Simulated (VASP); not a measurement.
A run of VASP 6.6.1 is set up as follows.

Contents of INCAR:

```
ALGO     = Normal         # electronic algorithm
EDIFF    = 1E-6           # SCF threshold, eV
ENCUT    = 520            # plane-wave cutoff, eV
GGA      = PE             # functional
ISIF     = 2              # what is computed and relaxed
ISMEAR   = 0              # smearing method
LASPH    = T              # aspherical terms in the spheres
LCHARG   = T              # write CHGCAR
LELF     = T              # ELF
LREAL    = F              # projectors in reciprocal space
LVHAR    = T            
LWAVE    = F              # write WAVECAR
NBANDS   = 14             # bands
NELM     = 60             # most SCF steps
PREC     = Accurate       # precision mode
SIGMA    = 0.1            # smearing width, eV
```

Contents of KPOINTS:

```
k-points
0
Gamma
  4 4 6
```

File POSCAR:

```
Sb
1.0
    6.1667529638      0.0000000000      0.0000000000
    0.0000000000      6.1667529638      0.0000000000
    0.0000000000      0.0000000000      2.9617740833
Sb
3
Direct
    0.0000000000      0.5000000000      0.5000000000
    0.5000000000      0.0000000000      0.5000000000
    0.5000000000      0.5000000000      0.5000000000
```

Potentials or basis: VASP PAW PBE potentials, release 64 (Sb).

Command:

```console
$ cat potpaw_PBE.64/Sb/POTCAR > POTCAR
$ mpirun -np 1 vasp_std > vasp.out
```

Task: Predict the pressure.

Result: 0.1 GPa.

Stress tensor (GPa, compression positive):
```
0.10 0.00 0.00
0.00 0.10 0.00
0.00 0.00 0.01
```
